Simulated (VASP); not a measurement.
Rh, 1 atom in the cell. Symmetry: Pm-3m, No. 221, cubic system. Conventional cell: a = 2.499 Å, b = 2.499 Å, c = 2.499 Å, α = 90.00°, β = 90.00°, γ = 90.00°. Rh (site symmetry m-3m) has 6 Rh at 2.50 Å within 3.3 Å. 

* Program: VASP 6.6.1
* Task: single point
* Functional: PBEsol
* Potentials or basis: VASP PAW PBE potentials, release 64 (Rh_pv)
* Cutoff: 520 eV
* k mesh: 19 × 19 × 19
* Occupations: gaussian, width 0.05 eV
* Spin: no spin polarisation
* Dipole correction: no
* Further INCAR settings: ALGO = Normal; EDIFF = 1e-07; NBANDS = 14

Potentials or basis: VASP PAW PBE potentials, release 64 (Rh_pv).

Run with:

```bash
$ cat potpaw_PBE.64/Rh_pv/POTCAR > POTCAR
$ mpirun -np 1 vasp_std > vasp.out
```

Hardware: 1 thread of AMD EPYC 9R45 96-Core Processor (Zen 5) (shared host).

**Question.** How long does it take, and how much memory?

**Answer.** Wall time 18 s on 1 thread of AMD EPYC 9R45 96-Core Processor (Zen 5) (shared host), peak memory 0.13 GiB. Counts: scf iterations 12, k points 220.
